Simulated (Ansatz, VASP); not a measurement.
# One calculation of Sr, two programs

```
Sr
1.0
     0.00000    3.04235    3.04235
     3.04235    0.00000    3.04235
     3.04235    3.04235    0.00000
Sr
1
Direct
  0.00000 0.00000 0.00000
```

Alike in both runs: functional LDA; k mesh 8 × 8 × 8; occupations fermi-dirac, width 0.05 eV; no spin polarisation.

```csv
,VASP,Ansatz
version,VASP 6.6.1,Ansatz 0.2.0
potentials or method,"VASP PAW LDA potentials, release 64 (Sr_sv), cutoff 520 eV","all-electron LAPW, scalar-relativistic"
task,single point,band structure
```

```tsv
	VASP	Ansatz	Ansatz less VASP
gap on the k mesh at the Fermi level (eV)	none	none	-
pressure (GPa)	-1.6	-1.6	0.00
```

LDA's correlation is that of Perdew and Zunger in VASP and of Perdew and Wang (1992) in Ansatz. A gap of «none» marks a metal or a gap that the smearing closes. Ansatz ran all-electron here, and VASP with PAW potentials.
